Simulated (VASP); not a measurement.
# Zn (Fm-3m) in VASP: a series of runs

The runs below take Zn through single point, with PBE.

All numbers are computed with VASP 6.6.1; they aren't measurements. Logs are shortened: lines on timing, memory, paths and dates and some standing lists are left out, and cuts for length are marked.

### 1 The cell of the first run

The structure is cubic, space group Fm-3m (No. 225). The conventional cell has a = 3.519 Å, b = 3.519 Å, c = 3.519 Å, α = 90.00°, β = 90.00°, γ = 90.00°. Within 3.3 Å of Zn (site symmetry m-3m) lie 12 Zn at 2.49 Å.

This isn't the form of Zn at room conditions, which is hcp.

### 2 Single point, PBE (10.89 Å³/atom)

INCAR reads:

```
SYSTEM = Zn
PREC = Accurate ; ENCUT = 520
EDIFF = 1E-6 ; ISMEAR = -1
SIGMA = 0.05 ; LREAL = .FALSE.
LASPH = .TRUE. ; NELM = 60
ALGO = Normal ; ISIF = 2
LWAVE = .FALSE. ; LCHARG = .FALSE.
GGA = PE ; NBANDS = 12
```

KPOINTS reads:

```
regular mesh
0
G
  19 19 19
  0 0 0
```

POSCAR reads:

```
Zn
1.0
    0.0000000000      1.7594507733      1.7594507733
    1.7594507733      0.0000000000      1.7594507733
    1.7594507733      1.7594507733      0.0000000000
Zn
1
Direct
    0.0000000000      0.0000000000      0.0000000000
```

Potentials or basis: VASP PAW PBE potentials, release 64 (Zn).

The run is started by

```
cat potpaw_PBE.64/Zn/POTCAR > POTCAR
mpirun -np 1 vasp_std > vasp.out
```

OUTCAR:

```text
SYSTEM = Zn
   PREC = Accurate
   ENCUT = 520
   EDIFF = 1E-6
   ISMEAR = -1
   LREAL = .FALSE.
   LASPH = .TRUE.
   NELM = 60
   ISIF = 2
   GGA = PE

 ion  position               nearest neighbor table
   1  0.000  0.000  0.000-

  LATTYP: Found a face centered cubic cell.
 ALAT       =     3.5189015466

  Lattice vectors:

 A1 = (   0.0000000000,   1.7594507733,   1.7594507733)
 A2 = (   1.7594507733,   0.0000000000,   1.7594507733)
 A3 = (   1.7594507733,   1.7594507733,   0.0000000000)

Analysis of symmetry for initial positions (statically):
=====================================================================
 Subroutine PRICEL returns:
 Original cell was already a primitive cell.

 Routine SETGRP: Setting up the symmetry group for a
 face centered cubic supercell.

 Subroutine GETGRP returns: Found 48 space group operations
 (whereof 48 operations were pure point group operations)
 out of a pool of 48 trial point group operations.

The static configuration has the point symmetry O_h .

Analysis of symmetry for dynamics (positions and initial velocities):
=====================================================================
 Subroutine PRICEL returns:
 Original cell was already a primitive cell.

 Routine SETGRP: Setting up the symmetry group for a
 face centered cubic supercell.

 Subroutine GETGRP returns: Found 48 space group operations
 (whereof 48 operations were pure point group operations)
 out of a pool of 48 trial point group operations.

The dynamic configuration has the point symmetry O_h .

 Subroutine INISYM returns: Found 48 space group operations
 (whereof 48 operations are pure point group operations),
 and found     1 'primitive' translations

----------------------------------------------------------------------------------------

                                     Primitive cell

  volume of cell :      10.8933

  direct lattice vectors                    reciprocal lattice vectors
     0.000000000  1.759450773  1.759450773    -0.284179590  0.284179590  0.284179590
     1.759450773  0.000000000  1.759450773     0.284179590 -0.284179590  0.284179590
     1.759450773  1.759450773  0.000000000     0.284179590  0.284179590 -0.284179590

  length of vectors
     2.488239146  2.488239146  2.488239146     0.492213489  0.492213489  0.492213489

  position of ions in fractional coordinates (direct lattice)
     0.000000000  0.000000000  0.000000000

  ion indices of the primitive-cell ions
   primitive index   ion index
                 1           1

----------------------------------------------------------------------------------------

 KPOINTS: regular mesh

Automatic generation of k-mesh.
 Grid dimensions read from file:
 generate k-points for:   19   19   19

 Generating k-lattice:

  Cartesian coordinates                     Fractional coordinates (reciprocal lattice)
    -0.014956821  0.014956821  0.014956821     0.052631579  0.000000000  0.000000000
     0.014956821 -0.014956821  0.014956821     0.000000000  0.052631579  0.000000000
     0.014956821  0.014956821 -0.014956821     0.000000000  0.000000000  0.052631579

  Length of vectors
     0.025905973  0.025905973  0.025905973

  Shift w.r.t. Gamma in fractional coordinates (k-lattice)
     0.000000000  0.000000000  0.000000000

 Subroutine IBZKPT returns following result:
 ===========================================

 Found    220 irreducible k-points:

 Following reciprocal coordinates:
            Coordinates               Weight
  0.000000  0.000000  0.000000      1.000000
  0.052632  0.000000  0.000000      8.000000
  0.105263  0.000000  0.000000      8.000000
  0.157895  0.000000  0.000000      8.000000
  0.210526  0.000000  0.000000      8.000000
  0.263158  0.000000  0.000000      8.000000
[... 16 lines left out ...]
 -0.315789  0.052632  0.000000     24.000000
 -0.263158  0.052632  0.000000     24.000000
 [... further k-points ...]
   k-points           NKPTS =    220   k-points in BZ     NKDIM =    220   number of bands    NBANDS=     12
   number of dos      NEDOS =    301   number of ions     NIONS =      1
   total plane-waves  NPLWV =   8000
   dimension x,y,z NGX =    20 NGY =   20 NGZ =   20
   dimension x,y,z NGXF=    40 NGYF=   40 NGZF=   40
   ions per type =               1
   NGX,Y,Z   is equivalent  to a cutoff of  13.36, 13.36, 13.36 a.u.
   NGXF,Y,Z  is equivalent  to a cutoff of  26.73, 26.73, 26.73 a.u.
 SYSTEM =  Zn
   PREC   = accura    normal or accurate (medium, high low for compatibility)
   ISTART =      0    job   : 0-new  1-cont  2-samecut
   ICHARG =      2    charge: 1-file 2-atom 10-const
   ISPIN  =      1    spin polarized calculation?
   LNONCOLLINEAR =      F non collinear calculations
   LSORBIT =      F    spin-orbit coupling
   LASPH  =      T    aspherical Exc in radial PAW
   ENCUT  =  520.0 eV  38.22 Ry    6.18 a.u.   4.63  4.63  4.63*2*pi/ulx,y,z
   NELM   =     60;   NELMIN=  2; NELMDL= -5     # of ELM steps
   EDIFF  = 0.1E-05   stopping-criterion for ELM
   LREAL  =      F    real-space projection
   EDIFFG = 0.1E-04   stopping-criterion for IOM
   NSW    =      0    number of steps for IOM
   IBRION =     -1    ionic relax: 0-MD 1-quasi-New 2-CG
   NFREE  =      0    steps in history (QN), initial steepest desc. (CG)
   ISIF   =      2    stress and relaxation
   ISYM   =      2    0-nonsym 1-usesym 2-fastsym
   POTIM  = 0.5000    time-step for ionic-motion
   TEBEG  =    0.0;   TEEND  =   0.0 temperature during run
   PSTRESS=    0.0 pullay stress
   NELECT =      12.0000    total number of electrons
   NUPDOWN=      -1.0000    fix difference up-down
   EMIN   =  10.00;   EMAX   =-10.00  energy-range for DOS
   EFERMI =   0.00;   METHOD = LEGACY
   ISMEAR =    -1;   SIGMA  =   0.05  broadening in eV -4-tet -1-fermi 0-gaus
   EFERMI_NEDOS =   21; number of points for ismear=-14 and -15
   IALGO  =     38    algorithm
   IMIX   =      4    mixing-type and parameters
     AMIX     =   0.40;   BMIX     =  1.00
     AMIX_MAG =   1.60;   BMIX_MAG =  1.00
  volume/ion in A,a.u.               =      10.89        73.51
  Fermi-wavevector in a.u.,A,eV,Ry     =   1.690758  3.195069 38.894468  2.858663
  Thomas-Fermi vector in A             =   2.772647
   LORBIT       =      0    0 simple, 1 ext, 2 COOP (PROOUT), +10 PAW based schemes
   GGA     = PE    functional components
   LHFCALC =     F    Hartree Fock is set to
   AEXX    =    0.0000 exact exchange contribution
   IVDW    =     0    specifies the selected vdW correction
   LEPSILON=     F    determine dielectric tensor
   LRPA    =     F    only Hartree local field effects (RPA)
 non-spin polarized calculation
  energy-cutoff  :      520.00
  volume of cell :       10.89
 maximum number of plane-waves:       305
   NGX =  9   NGY =  9   NGZ =  9

 number of electron      11.9999986 magnetization

 Free energy of the ion-electron system (eV)
  ---------------------------------------------------
  ext. energy  EPLUGINS =         0.00000000
  ---------------------------------------------------
  free energy    TOTEN  =        -0.55682186 eV

  energy without entropy =       -0.55480077  energy(sigma->0) =       -0.55581132

 E-fermi :   6.0842     XC(G=0): -13.4296

 val. band max:        5.9850811129   @ k =  -0.4211   0.2105   0.0000
 cond. band min:       6.1196616892   @ k =  -0.4211   0.2105   0.1053
 fundamental gap:      0.1345805762
 Fermi energy:         6.0841833581

 k-point     1 :       0.0000    0.0000    0.0000
  band No.  band energies     occupation
      1      -7.4948      2.00000
      2      -2.8964      2.00000
      3      -2.8964      2.00000
      4      -2.8964      2.00000
      5      -2.1988      2.00000
      6      -2.1988      2.00000
      7      27.3579      0.00000
      8      29.1583      0.00000
      9      29.1583      0.00000
     10      29.1583      0.00000
     11      31.6551      0.00000
     12      31.6551      0.00000

 k-point     2 :       0.0526    0.0000    0.0000
  band No.  band energies     occupation
      1      -7.3890      2.00000
      2      -2.9117      2.00000
      3      -2.8793      2.00000
      4      -2.8793      2.00000
      5      -2.2046      2.00000
      6      -2.2046      2.00000
      7      26.2528      0.00000
      8      28.0584      0.00000
      9      28.7190      0.00000
     10      28.7190      0.00000
     11      32.2710      0.00000
     12      32.2710      0.00000

 k-point     3 :       0.1053    0.0000    0.0000
  band No.  band energies     occupation
      1      -7.0757      2.00000
      2      -2.9515      2.00000
      3      -2.8341      2.00000
      4      -2.8341      2.00000
      5      -2.2167      2.00000
      6      -2.2167      2.00000
      7      23.3229      0.00000
      8      27.7717      0.00000
      9      27.9424      0.00000
     10      27.9424      0.00000
     11      33.5627      0.00000
     12      33.5627      0.00000

 k-point     4 :       0.1579    0.0000    0.0000
  band No.  band energies     occupation
      1      -6.5704      2.00000
      2      -2.9949      2.00000
      3      -2.7811      2.00000
      4      -2.7811      2.00000
      5      -2.2169      2.00000
      6      -2.2169      2.00000
      7      20.2433      0.00000
      8      27.2105      0.00000
      9      27.2105      0.00000
     10      27.5541      0.00000
     11      34.2382      0.00000
     12      34.8798      0.00000

 k-point     5 :       0.2105    0.0000    0.0000
  band No.  band energies     occupation
      1      -5.9127      2.00000
      2      -2.9952      2.00000
      3      -2.7515      2.00000
      4      -2.7515      2.00000
      5      -2.1779      2.00000
      6      -2.1779      2.00000
      7      17.2584      0.00000
      8      26.6051      0.00000
      9      26.6052      0.00000
     10      27.2460      0.00000
     11      33.8769      0.00000
     12      33.8769      0.00000
[... 228 lines left out ...]
      1      -4.3000      2.00000
      2      -2.9180      2.00000
      3      -2.8760      2.00000
      4      -1.8376      2.00000
      5      -1.7655      2.00000
      6       0.6172      2.00000
      7       6.5272      0.00028
      8      23.3612      0.00000
      9      25.5479      0.00000
     10      25.7675      0.00000
     11      29.2741      0.00000
     12      30.7087      0.00000

 k-point    22 :      -0.3684    0.0526    0.0000
  band No.  band energies     occupation
      1      -4.3381      2.00000
      2      -2.8799      2.00000
      3      -2.8442      2.00000
      4      -1.9653      2.00000
      5      -1.8688      2.00000
      6      -0.6523      2.00000
      7       8.5879      0.00000
      8      23.1462      0.00000
      9      26.2381      0.00000
     10      26.3209      0.00000
     11      29.2444      0.00000
     12      31.1522      0.00000

 k-point    23 :      -0.3158    0.0526    0.0000
  band No.  band energies     occupation
      1      -4.4946      2.00000
      2      -2.8328      2.00000
      3      -2.7980      2.00000
      4      -2.3192      2.00000
      5      -1.9999      2.00000
      6      -1.5386      2.00000
      7      10.9778      0.00000
      8      23.1261      0.00000
      9      26.8240      0.00000
     10      27.0936      0.00000
     11      29.6184      0.00000
     12      31.6452      0.00000

 k-point    24 :      -0.2632    0.0526    0.0000
  band No.  band energies     occupation
      1      -4.9205      2.00000
      2      -2.8506      2.00000
      3      -2.7504      2.00000
      4      -2.7352      2.00000
      5      -2.1352      2.00000
      6      -1.8732      2.00000
      7      13.5856      0.00000
      8      23.2933      0.00000
      9      27.4686      0.00000
     10      27.7384      0.00000
     11      30.5071      0.00000
     12      32.0885      0.00000

 [... further k-points ...]

------------------------ aborting loop because EDIFF is reached ----------------------------------------

  FORCE on cell =-STRESS in cart. coord.  units (eV):
  Direction    XX          YY          ZZ          XY          YZ          ZX
  --------------------------------------------------------------------------------------
  -------------------------------------------------------------------------------------
  Total        3.7362517      3.7362517      3.7362517     -0.0000000      0.0000000      0.0000000
  in kB      549.5223382    549.5223382    549.5223382     -0.0000000      0.0000000      0.0000000
  external PRESSURE =     549.5223382 kB  Pullay stress =       0.0000000 kB

 VOLUME and BASIS-vectors are now :
 -----------------------------------------------------------------------------
  energy-cutoff  :      520.00
  volume of cell :       10.89
      direct lattice vectors                 reciprocal lattice vectors
     0.000000000  1.759450773  1.759450773    -0.284179590  0.284179590  0.284179590
     1.759450773  0.000000000  1.759450773     0.284179590 -0.284179590  0.284179590
     1.759450773  1.759450773  0.000000000     0.284179590  0.284179590 -0.284179590

 POSITION                                       TOTAL-FORCE (eV/Angst)
 -----------------------------------------------------------------------------------
      0.00000      0.00000      0.00000         0.000000      0.000000      0.000000
 -----------------------------------------------------------------------------------
    total drift:                                0.000000     -0.000000      0.000000

  FREE ENERGIE OF THE ION-ELECTRON SYSTEM (eV)
  ---------------------------------------------------
  free  energy   TOTEN  =        -0.5568218599 eV

  energy  without entropy=       -0.5548007731  energy(sigma->0) =       -0.55581132
```

Wall time 36 s (1 thread of Intel Xeon 8259CL, shared host); peak memory 0.14 GiB.

Results:

* Free energy: -0.5568 eV
* Pressure: 55.0 GPa
* Band gap on the k mesh: zero (bands 6 and 7 overlap by 2.80 eV)

Caveat: the cell stands under pressure.

[end of part 1 of 2]
